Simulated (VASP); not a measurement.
Set up this calculation in VASP 6.6.1, as the native input.

```
Task                   : single point
Functional             : PBE
Potentials or basis    : VASP PAW PBE potentials, release 64 (Pb_d, O)
Cutoff                 : 520 eV
k mesh                 : 8 × 8 × 10
Occupations            : gaussian, width 0.1 eV
Spin                   : no spin polarisation
Dipole correction      : no
Further INCAR settings : ALGO = Normal; EDIFF = 1e-07; NBANDS = 35
```

The structure of PbO2 lies in POSCAR:

```
PbO2
1.0
    4.9290217506      0.0000000000      0.0000000000
    0.0000000000      5.1750877005      0.0000000000
    0.0000000000      0.0000000000      3.4532730916
Pb O
2 4
Direct
    0.0000000000      0.0000000000      0.0000000000
    0.5000000000      0.5000000000      0.5000000000
    0.2910445809      0.3234568214      0.0000000000
    0.2089554191      0.8234568214      0.5000000000
    0.7089554191      0.6765431786      0.0000000000
    0.7910445809      0.1765431786      0.5000000000
```

This cell differs from its parent crystal: uniaxial strain along a: -3.0 %, then relaxed in part.

One way to write it, as run:

INCAR

```
PREC     = Accurate       # precision mode
ENCUT    = 520            # plane-wave cutoff, eV
EDIFF    = 1E-7           # SCF threshold, eV
ISMEAR   = 0              # smearing method
SIGMA    = 0.1            # smearing width, eV
LREAL    = False          # projectors in reciprocal space
LASPH    = True           # aspherical terms in the spheres
NELM     = 60             # most SCF steps
ALGO     = Normal         # electronic algorithm
ISIF     = 2              # what is computed and relaxed
LWAVE    = False          # write WAVECAR
LCHARG   = False          # write CHGCAR
GGA      = PE             # functional
NBANDS   = 35             # bands
```

KPOINTS

```
Automatic mesh
0
Gamma
  8 8 10
```

Potentials or basis: VASP PAW PBE potentials, release 64 (Pb_d, O).

The run is started by

```bash
$ cat potpaw_PBE.64/Pb_d/POTCAR potpaw_PBE.64/O/POTCAR > POTCAR
$ mpirun -np 1 vasp_std > vasp.out
```

Results of the run:

| Quantity | Value |
| --- | --- |
| Pressure | 0.7 GPa |
| Largest force | 0.009 eV/Å |
| Band gap on the k mesh | 0.17 eV, indirect (least direct gap 0.29 eV) |

Caveat: the cell differs from its parent crystal (uniaxial strain along a: -3.0 %, then relaxed in part); spin-orbit coupling is left out, which moves the levels of the heavy elements.

It took 7.1 min on 1 thread of Intel(R) Xeon(R) Platinum 8259CL CPU @ 2.50GHz (Skylake/Cascade Lake), on a shared host, peak memory 0.46 GiB.
